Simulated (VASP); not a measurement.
Wanted: the native input for a VASP 6.6.1 run.

```yaml
Task: single point
Functional: PBE
Potentials_or_basis: VASP PAW PBE potentials, release 64 (Ta_pv, N)
Cutoff: 520 eV
k_mesh: 15 × 15 × 10
Occupations: gaussian, width 0.1 eV
Spin: no spin polarisation
Dipole_correction: no
Further_INCAR_settings: ALGO = Normal; EDIFF = 1e-07; NBANDS = 20
```

The structure of Ta2N lies in POSCAR:

```
Ta2N
1.0
    3.1128615060      0.0000000000      0.0000000000
   -1.5564307530      2.6958171426      0.0000000000
    0.0000000000      0.0000000000      4.8698410000
Ta N
2 1
Direct
    0.6666666700      0.3333333300      0.7452890000
    0.3333333300      0.6666666700      0.2547110000
    0.0000000000      0.0000000000      0.0000000000
```

One way to write it, as run:

INCAR

```
SYSTEM = Ta2N
PREC = Accurate ; ENCUT = 520
EDIFF = 1E-7 ; ISMEAR = 0
SIGMA = 0.1 ; LREAL = .False.
LASPH = .True. ; NELM = 100
ALGO = Normal ; ISIF = 2
LWAVE = .False. ; LCHARG = .False.
GGA = PE ; NBANDS = 20
```

KPOINTS

```
Automatic mesh
0
Gamma
  15 15 10
  0 0 0
```

Potentials or basis: VASP PAW PBE potentials, release 64 (Ta_pv, N).

Command:

```sh
$ cat potpaw_PBE.64/Ta_pv/POTCAR potpaw_PBE.64/N/POTCAR > POTCAR
$ mpirun -np 1 vasp_std > vasp.out
```

It gave:

| Item | Value |
| --- | --- |
| Pressure | -0.9 GPa |
| Largest force | 0.017 eV/Å |

Run time: 64 s on 1 thread of Intel(R) Xeon(R) 6975P-C (Granite Rapids) (shared host), peak memory 0.28 GiB.
